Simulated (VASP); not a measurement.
Runs of VASP 6.6.1 on ZnSe (Stilleite). The structure is that of space group F-43m (No. 216), or close to it. The cells are those of the table. 

| cell | gap on the mesh (eV) | pressure (GPa) |
| --- | --- | --- |
| a = 4.060 Å, angles 60.0°, 2 atoms | 1.13 | 0.0 |
| a = 4.008 Å, angles 60.0°, 2 atoms | 1.29 | 2.4 |
| a = 3.953 Å, angles 60.0°, 2 atoms | 1.45 | (b) |
| a = 3.926 Å, angles 60.0°, 2 atoms | 1.54 | 7.2 |
| a = 4.086 Å, angles 60.0°, 2 atoms | (a) | -1.0 |

Alike in all rows: task single point; level PBE; potentials or basis VASP PAW PBE potentials, release 64 (Zn, Se); no spin polarisation; k mesh 5 × 5 × 5; cutoff (eV) 520; smearing gaussian 0.01 eV.

Task: Fill in the values left out.

Result: (a) 1.06; (b) 5.4.

A k mesh can miss the band edges, and the runs leave out spin-orbit coupling on Se.
